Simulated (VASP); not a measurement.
Set up this calculation in VASP 6.6.1, as the native input.

```
Task                   : single point
Functional             : PBE
Potentials or basis    : VASP PAW PBE potentials, release 64 (Si, O)
Cutoff                 : 520 eV
k mesh                 : 6 × 6 × 8
Occupations            : gaussian, width 0.05 eV
Spin                   : no spin polarisation
Dipole correction      : no
Further INCAR settings : ALGO = Normal; EDIFF = 1e-06; NBANDS = 25
```

The structure of SiO2 lies in POSCAR:

```
SiO2
1.0
    4.1088000000      0.0000000000      0.0000000000
    0.0000000000      4.1088000000      0.0000000000
    0.0000000000      0.0000000000      2.3670000000
Si O
2 4
Direct
    0.5000000000      0.5000000000      0.5000000000
    0.0000000000      0.0000000000      0.0000000000
    0.6930127928      0.6930127928      0.0000000000
    0.1930127928      0.8069872072      0.5000000000
    0.3069872072      0.3069872072      0.0000000000
    0.8069872072      0.1930127928      0.5000000000
```

One way to write it, as run:

INCAR

```
PREC = Accurate ; ENCUT = 520
EDIFF = 1E-6 ; ISMEAR = 0
SIGMA = 0.05 ; LREAL = F
LASPH = T ; NELM = 80
ALGO = Normal ; ISIF = 2
LWAVE = F ; LCHARG = T
GGA = PE ; LELF = T
LVHAR = T ; NBANDS = 25
```

KPOINTS

```
Automatic mesh
0
Gamma
  6 6 8
```

Potentials or basis: VASP PAW PBE potentials, release 64 (Si, O).

The run is started by

```bash
$ cat potpaw_PBE.64/Si/POTCAR potpaw_PBE.64/O/POTCAR > POTCAR
$ mpirun -np 1 vasp_std > vasp.out
```

Results of the run:

| Quantity | Value |
| --- | --- |
| Pressure | 94.5 GPa |
| Largest force | 1.807 eV/Å |
| Band gap on the k mesh | 8.74 eV |

Caveat: the cell stands under pressure; forces of over 1 eV/Å act on the atoms, so gaps and moduli don't describe the material at rest.

It took 36 s on 1 thread of Intel Xeon 8259CL, with other jobs on the host, peak memory 0.17 GiB.
